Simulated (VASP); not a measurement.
# C in VASP: notebook

Aim: see how the results for C move with the level of theory and the settings. Levels: PBE, B3LYP. Tasks: single point.

Everything below comes from runs of VASP 6.6.1. Logs are shortened: lines on timing, memory, paths and dates and some standing lists are left out, and cuts for length are marked.

### 1 The cell of the first run

The cell holds a slab with vacuum, 2 atoms: a = 2.488 Å, b = 2.488 Å, c = 8.636 Å, α = 90.00°, β = 90.00°, γ = 120.00°.

### 2 Single point, PBE

The input, INCAR:

```
SYSTEM = C
PREC = Accurate ; ENCUT = 600
EDIFF = 1E-6 ; ISMEAR = -1
SIGMA = 0.05 ; LREAL = .False.
LASPH = .True. ; NELM = 120
ALGO = Normal ; ISIF = 2
LWAVE = .False. ; LCHARG = .False.
GGA = PE ; NBANDS = 11
GGA_COMPAT = .False.
```

The input, KPOINTS:

```
regular mesh
0
Gamma
  12 12 3
  0 0 0
```

The input, POSCAR:

```
C
1.0
    2.4884918972      0.0000000000      0.0000000000
   -1.2442459486      2.1550972001      0.0000000000
    0.0000000000      0.0000000000      8.6359715305
C
2
Direct
    0.6666666667      0.3333333333      0.0000000000
    0.3333333333      0.6666666667      0.0000000000
```

Potentials or basis: VASP PAW PBE potentials, release 64 (C).

On the command line:

```sh
> cat potpaw_PBE.64/C/POTCAR > POTCAR
> mpirun -np 1 vasp_std > vasp.out
```

OUTCAR:

```text
SYSTEM = C
   PREC = Accurate
   ENCUT = 600
   EDIFF = 1E-6
   ISMEAR = -1
   LREAL = .False.
   LASPH = .True.
   NELM = 120
   ISIF = 2
   GGA = PE

 ion  position               nearest neighbor table
   1  0.667  0.333  0.000-   2 1.44   2 1.44   2 1.44
   2  0.333  0.667  0.000-   1 1.44   1 1.44   1 1.44

  LATTYP: Found a hexagonal cell.
 ALAT       =     2.4884918972
 C/A-ratio  =     3.4703635323

  Lattice vectors:

 A1 = (   2.4884918972,   0.0000000000,   0.0000000000)
 A2 = (  -1.2442459486,   2.1550972001,   0.0000000000)
 A3 = (   0.0000000000,   0.0000000000,   8.6359715305)

Analysis of symmetry for initial positions (statically):
=====================================================================
 Subroutine PRICEL returns:
 Original cell was already a primitive cell.

 Routine SETGRP: Setting up the symmetry group for a
 hexagonal supercell.

 Subroutine GETGRP returns: Found 24 space group operations
 (whereof 24 operations were pure point group operations)
 out of a pool of 24 trial point group operations.

The static configuration has the point symmetry D_6h.

Analysis of symmetry for dynamics (positions and initial velocities):
=====================================================================
 Subroutine PRICEL returns:
 Original cell was already a primitive cell.

 Routine SETGRP: Setting up the symmetry group for a
 hexagonal supercell.

 Subroutine GETGRP returns: Found 24 space group operations
 (whereof 24 operations were pure point group operations)
 out of a pool of 24 trial point group operations.

The dynamic configuration has the point symmetry D_6h.

 Subroutine INISYM returns: Found 24 space group operations
 (whereof 24 operations are pure point group operations),
 and found     1 'primitive' translations

----------------------------------------------------------------------------------------

                                     Primitive cell

  volume of cell :      46.3142

  direct lattice vectors                    reciprocal lattice vectors
     2.488491897  0.000000000  0.000000000     0.401849812  0.232008097  0.000000000
    -1.244245949  2.155097200  0.000000000     0.000000000  0.464016194  0.000000000
     0.000000000  0.000000000  8.635971531     0.000000000  0.000000000  0.115794731

  length of vectors
     2.488491897  2.488491897  8.635971531     0.464016194  0.464016194  0.115794731

  position of ions in fractional coordinates (direct lattice)
     0.666666667  0.333333333  0.000000000
     0.333333333  0.666666667  0.000000000

  ion indices of the primitive-cell ions
   primitive index   ion index
                 1           1
                 2           2

----------------------------------------------------------------------------------------

 KPOINTS: regular mesh

Automatic generation of k-mesh.
 Grid dimensions read from file:
 generate k-points for:   12   12    3

 Generating k-lattice:

  Cartesian coordinates                     Fractional coordinates (reciprocal lattice)
     0.033487484  0.019334008  0.000000000     0.083333333  0.000000000  0.000000000
     0.000000000  0.038668016  0.000000000     0.000000000  0.083333333  0.000000000
     0.000000000  0.000000000  0.038598244     0.000000000  0.000000000  0.333333333

  Length of vectors
     0.038668016  0.038668016  0.038598244

  Shift w.r.t. Gamma in fractional coordinates (k-lattice)
     0.000000000  0.000000000  0.000000000

 Subroutine IBZKPT returns following result:
 ===========================================

 Found     38 irreducible k-points:

 Following reciprocal coordinates:
            Coordinates               Weight
  0.000000  0.000000  0.000000      1.000000
  0.083333  0.000000  0.000000      6.000000
  0.166667  0.000000  0.000000      6.000000
  0.250000  0.000000  0.000000      6.000000
  0.333333  0.000000  0.000000      6.000000
  0.416667  0.000000  0.000000      6.000000
[... 16 lines left out ...]
  0.250000  0.000000  0.333333     12.000000
  0.333333  0.000000  0.333333     12.000000
 [... further k-points ...]
   k-points           NKPTS =     38   k-points in BZ     NKDIM =     38   number of bands    NBANDS=     11
   number of dos      NEDOS =    301   number of ions     NIONS =      2
   total plane-waves  NPLWV =  28000
   dimension x,y,z NGX =    20 NGY =   20 NGZ =   70
   dimension x,y,z NGXF=    40 NGYF=   40 NGZF=  140
   ions per type =               2
   NGX,Y,Z   is equivalent  to a cutoff of  13.36, 13.36, 13.48 a.u.
   NGXF,Y,Z  is equivalent  to a cutoff of  26.72, 26.72, 26.95 a.u.
 SYSTEM =  C
   PREC   = accura    normal or accurate (medium, high low for compatibility)
   ISTART =      0    job   : 0-new  1-cont  2-samecut
   ICHARG =      2    charge: 1-file 2-atom 10-const
   ISPIN  =      1    spin polarized calculation?
   LNONCOLLINEAR =      F non collinear calculations
   LSORBIT =      F    spin-orbit coupling
   LASPH  =      T    aspherical Exc in radial PAW
   ENCUT  =  600.0 eV  44.10 Ry    6.64 a.u.   4.97  4.97 17.25*2*pi/ulx,y,z
   NELM   =    120;   NELMIN=  2; NELMDL= -5     # of ELM steps
   EDIFF  = 0.1E-05   stopping-criterion for ELM
   LREAL  =      F    real-space projection
   EDIFFG = 0.1E-04   stopping-criterion for IOM
   NSW    =      0    number of steps for IOM
   IBRION =     -1    ionic relax: 0-MD 1-quasi-New 2-CG
   NFREE  =      0    steps in history (QN), initial steepest desc. (CG)
   ISIF   =      2    stress and relaxation
   ISYM   =      2    0-nonsym 1-usesym 2-fastsym
   POTIM  = 0.5000    time-step for ionic-motion
   TEBEG  =    0.0;   TEEND  =   0.0 temperature during run
   PSTRESS=    0.0 pullay stress
   NELECT =       8.0000    total number of electrons
   NUPDOWN=      -1.0000    fix difference up-down
   EMIN   =  10.00;   EMAX   =-10.00  energy-range for DOS
   EFERMI =   0.00;   METHOD = LEGACY
   ISMEAR =    -1;   SIGMA  =   0.05  broadening in eV -4-tet -1-fermi 0-gaus
   EFERMI_NEDOS =   21; number of points for ismear=-14 and -15
   IALGO  =     38    algorithm
   IMIX   =      4    mixing-type and parameters
     AMIX     =   0.40;   BMIX     =  1.00
     AMIX_MAG =   1.60;   BMIX_MAG =  1.00
  volume/ion in A,a.u.               =      23.16       156.27
  Fermi-wavevector in a.u.,A,eV,Ry     =   0.911731  1.722922 11.309890  0.831253
  Thomas-Fermi vector in A             =   2.036044
   LORBIT       =      0    0 simple, 1 ext, 2 COOP (PROOUT), +10 PAW based schemes
   GGA     = PE    functional components
   LHFCALC =     F    Hartree Fock is set to
   AEXX    =    0.0000 exact exchange contribution
   IVDW    =     0    specifies the selected vdW correction
   LEPSILON=     F    determine dielectric tensor
   LRPA    =     F    only Hartree local field effects (RPA)
 non-spin polarized calculation
  energy-cutoff  :      600.00
  volume of cell :       46.31
 maximum number of plane-waves:      1577
 NGX is ok and might be reduce to    20
   NGX =  9   NGY =  9   NGZ = 35

 number of electron       8.0000000 magnetization

 Free energy of the ion-electron system (eV)
  ---------------------------------------------------
  ext. energy  EPLUGINS =         0.00000000
  ---------------------------------------------------
  free energy    TOTEN  =       -18.44179517 eV

  energy without entropy =      -18.43986976  energy(sigma->0) =      -18.44083246

 E-fermi :  -0.8776     XC(G=0):  -4.9021

 val. band max:       -0.8776247736   @ k =   0.3333   0.3333   0.0000
 cond. band min:      -0.8776065014   @ k =   0.3333   0.3333   0.3333
 fundamental gap:      0.0000182722
 Fermi energy:        -0.8776125916

 k-point     1 :       0.0000    0.0000    0.0000
  band No.  band energies     occupation
      1     -20.1824      2.00000
      2      -8.3128      2.00000
      3      -3.9335      2.00000
      4      -3.9335      2.00000
      5       2.2038      0.00000
      6       4.4468      0.00000
      7       6.1016      0.00000
      8       7.2513      0.00000
      9       7.2513      0.00000
     10      10.2163      0.00000
     11      11.0023      0.00000

 k-point     2 :       0.0833    0.0000    0.0000
  band No.  band energies     occupation
      1     -20.0209      2.00000
      2      -8.1212      2.00000
      3      -4.5783      2.00000
      4      -4.2623      2.00000
      5       2.4234      0.00000
      6       4.6610      0.00000
      7       6.3086      0.00000
      8       7.3212      0.00000
      9       7.9274      0.00000
     10       9.6759      0.00000
     11      11.3175      0.00000

 k-point     3 :       0.1667    0.0000    0.0000
  band No.  band energies     occupation
      1     -19.5386      2.00000
      2      -7.5521      2.00000
      3      -6.1972      2.00000
      4      -5.0332      2.00000
      5       3.0821      0.00000
      6       5.2992      0.00000
      7       6.8915      0.00000
      8       7.3047      0.00000
      9       8.2234      0.00000
     10       9.7197      0.00000
     11      12.3288      0.00000

 k-point     4 :       0.2500    0.0000    0.0000
  band No.  band energies     occupation
      1     -18.7411      2.00000
      2      -8.2666      2.00000
      3      -6.6242      2.00000
      4      -5.8902      2.00000
      5       4.1779      0.00000
      6       6.0518      0.00000
      7       6.5079      0.00000
      8       6.8939      0.00000
      9       8.0647      0.00000
     10      12.1970      0.00000
     11      13.7565      0.00000

 k-point     5 :       0.3333    0.0000    0.0000
  band No.  band energies     occupation
      1     -17.6414      2.00000
      2     -10.4362      2.00000
      3      -6.6053      2.00000
      4      -5.3876      2.00000
      5       3.9225      0.00000
      6       5.7014      0.00000
      7       6.5702      0.00000
      8       7.8667      0.00000
      9       9.5369      0.00000
     10      14.5563      0.00000
     11      14.9361      0.00000
[... 211 lines left out ...]
 k-point    21 :       0.0833    0.0000    0.3333
  band No.  band energies     occupation
      1     -20.0210      2.00000
      2      -8.1215      2.00000
      3      -4.5783      2.00000
      4      -4.2623      2.00000
      5       2.7547      0.00000
      6       3.6977      0.00000
      7       7.3007      0.00000
      8       7.6754      0.00000
      9       7.9274      0.00000
     10       9.6760      0.00000
     11      10.8901      0.00000

 k-point    22 :       0.1667    0.0000    0.3333
  band No.  band energies     occupation
      1     -19.5386      2.00000
      2      -7.5523      2.00000
      3      -6.1972      2.00000
      4      -5.0331      2.00000
      5       3.4105      0.00000
      6       4.3472      0.00000
      7       7.2215      0.00000
      8       8.1759      0.00000
      9       8.3464      0.00000
     10       9.7197      0.00000
     11      11.5041      0.00000

 k-point    23 :       0.2500    0.0000    0.3333
  band No.  band energies     occupation
      1     -18.7411      2.00000
      2      -8.2668      2.00000
      3      -6.6244      2.00000
      4      -5.8902      2.00000
      5       4.4993      0.00000
      6       5.4025      0.00000
      7       6.2144      0.00000
      8       6.9200      0.00000
      9       9.3370      0.00000
     10      12.1970      0.00000
     11      12.4991      0.00000

 k-point    24 :       0.3333    0.0000    0.3333
  band No.  band energies     occupation
      1     -17.6414      2.00000
      2     -10.4361      2.00000
      3      -6.6054      2.00000
      4      -5.3877      2.00000
      5       3.9203      0.00000
      6       6.0137      0.00000
      7       6.5668      0.00000
      8       6.9788      0.00000
      9      10.7442      0.00000
     10      13.8040      0.00000
     11      14.6124      0.00000

 [... further k-points ...]
[... 5 lines left out ...]
  --------------------------------------------------------------------------------------
  -------------------------------------------------------------------------------------
  Total       -1.1619909     -1.1619909     -0.0363965      0.0000000     -0.0000000      0.0000000
  in kB      -40.1974963    -40.1974963     -1.2590865      0.0000000     -0.0000000      0.0000000
  external PRESSURE =     -27.2180264 kB  Pullay stress =       0.0000000 kB

 VOLUME and BASIS-vectors are now :
 -----------------------------------------------------------------------------
  energy-cutoff  :      600.00
  volume of cell :       46.31
      direct lattice vectors                 reciprocal lattice vectors
     2.488491897  0.000000000  0.000000000     0.401849812  0.232008097  0.000000000
    -1.244245949  2.155097200  0.000000000     0.000000000  0.464016194  0.000000000
     0.000000000  0.000000000  8.635971531     0.000000000  0.000000000  0.115794731

 POSITION                                       TOTAL-FORCE (eV/Angst)
 -----------------------------------------------------------------------------------
      1.24425      0.71837      0.00000        -0.000000      0.000000      0.000000
     -0.00000      1.43673      0.00000         0.000000     -0.000000     -0.000000
 -----------------------------------------------------------------------------------
    total drift:                                0.000000     -0.000000     -0.000000

  FREE ENERGIE OF THE ION-ELECTRON SYSTEM (eV)
  ---------------------------------------------------
  free  energy   TOTEN  =       -18.4417951653 eV

  energy  without entropy=      -18.4398697565  energy(sigma->0) =      -18.44083246
```

Run time: 21 s. Hardware: 1 thread of Intel Xeon Platinum 8488C (Sapphire Rapids), shared host; peak memory 0.16 GiB.

Results:

| Quantity | Value |
| --- | --- |
| Free energy | -18.4418 eV |
| Band gap on the k mesh | zero (filled and empty bands touch) |

(Continued in part 2 of 2.)
